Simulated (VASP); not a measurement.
Crystal: As.

```xyz
2
Lattice="0.0000 2.6830 3.4261 2.4054 0.0000 3.4261 2.4054 2.6830 0.0000" Properties=species:S:1:pos:R:3 pbc="T T T"
As    0.0000    0.0000    0.0000
As    1.2027    1.3415    1.7131
```

The cell was built from a structure type or drawn by symmetry, and may not be a known phase.

```yaml
Program: VASP 6.6.1
Task: relaxation of cell and atoms
Functional: PBE
Potentials_or_basis: VASP PAW PBE potentials, release 64 (As)
Cutoff: 500 eV
k_mesh: 6 × 6 × 6
Occupations: gaussian, width 0.1 eV
Spin: no spin polarisation
```

At the start: pressure 10.5 GPa; volume 22.11 Å³/atom.

**Question.** How do energy, volume and symmetry change on relaxing?

**Answer.** Over 10 steps the energy falls by 114.4 meV/atom and the volume is 25.18 Å³/atom (+13.9 %); space group Fddd (No. 70, to 0.1 Å) before and after.

Step by step:
| step | energy change (eV) | largest force (eV/Å) | pressure (GPa) | volume (Å³) |
| --- | --- | --- | --- | --- |
| 1 | 0.0000 | 0.0000 | 10.52 | 44.22 |
| 2 | -0.1287 | 0.0000 | -4.19 | 54.13 |
| 3 | -0.1977 | 0.0000 | 0.07 | 50.07 |
| 4 | -0.2080 | 0.0000 | -0.06 | 50.35 |
| 5 | -0.2240 | 0.0000 | -0.44 | 51.10 |
| 6 | -0.2253 | 0.0000 | -0.53 | 51.32 |
| 7 | -0.2255 | 0.0000 | -0.57 | 51.40 |
| 8 | -0.2270 | 0.0000 | 0.47 | 50.32 |
| 9 | -0.2272 | 0.0000 | 0.19 | 50.61 |
| 10 | -0.2289 | 0.0000 | 0.04 | 50.36 |

Final structure:
```cif
data_structure
_symmetry_space_group_name_H-M 'P 1'
_symmetry_Int_Tables_number 1
_cell_length_a 4.6362
_cell_length_b 4.2351
_cell_length_c 3.8445
_cell_angle_alpha 69.842
_cell_angle_beta 59.040
_cell_angle_gamma 51.118
_cell_volume 50.36
loop_
_atom_site_label
_atom_site_type_symbol
_atom_site_fract_x
_atom_site_fract_y
_atom_site_fract_z
_atom_site_occupancy
As1 As 0.00000 0.00000 0.00000 1
As2 As 0.25000 0.25000 0.25000 1
```
